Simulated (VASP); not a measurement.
# ZnS: single point with r2SCAN

Crystal: ZnS.

```
Zn S
1.0
     3.80865    0.00000    0.00000
    -1.90432    3.29838    0.00000
     0.00000    0.00000   12.46716
Zn S
4 4
Direct
  0.66667 0.33333 0.75005
  0.33333 0.66667 0.25005
  0.00000 0.00000 0.50010
  0.00000 0.00000 0.00010
  0.66667 0.33333 0.93759
  0.33333 0.66667 0.43759
  0.00000 0.00000 0.68725
  0.00000 0.00000 0.18725
```

- Program: VASP 6.6.1
- Task: single point
- Functional: r2SCAN
- Potentials or basis: VASP PAW PBE potentials, release 64 (Zn, S)
- Cutoff: 520 eV
- k mesh: 6 × 6 × 2
- Occupations: gaussian, width 0.02 eV
- Spin: no spin polarisation
- Dipole correction: no
- Further INCAR settings: ALGO = Normal; EDIFF = 1e-07; NBANDS = 46

The pressure is 0.0 GPa and the largest force is 0.005 eV/Å. The band gap on the k mesh is 2.75 eV.

Forces in eV/Å, atoms in the order of the input:
```
Zn   0.000  0.000 -0.005
Zn   0.000  0.000 -0.005
Zn   0.000  0.000 -0.004
Zn   0.000  0.000 -0.004
S    0.000  0.000  0.005
S    0.000  0.000  0.005
S    0.000  0.000  0.004
S    0.000  0.000  0.004
```

Levels at points of the mesh, in eV from the valence-band top:
| k point | band 33 | band 34 | band 35 | band 36 | band 37 | band 38 | band 39 | band 40 |
| --- | --- | --- | --- | --- | --- | --- | --- | --- |
| (0.00, 0.00, 0.00) | -0.48 | -0.04 | 0.00 | 0.00 | 2.75 | 3.72 | 3.95 | 4.21 |
| (0.50, 0.00, 0.00) | -1.66 | -1.64 | -1.15 | -0.91 | 3.74 | 3.76 | 4.17 | 4.77 |
| (0.00, 0.00, 0.50) | -0.15 | -0.15 | -0.15 | -0.15 | 3.57 | 3.57 | 3.86 | 3.86 |
| (0.50, 0.00, 0.50) | -1.55 | -1.55 | -1.14 | -1.14 | 4.09 | 4.09 | 4.50 | 4.50 |

Wall time 7.2 min on 1 thread of Intel(R) Xeon(R) Platinum 8375C CPU @ 2.90GHz (Ice Lake) (shared host), peak memory 0.32 GiB.

Caveat: the PAW data sets were made with another functional, which shifts forces and pressure a little.
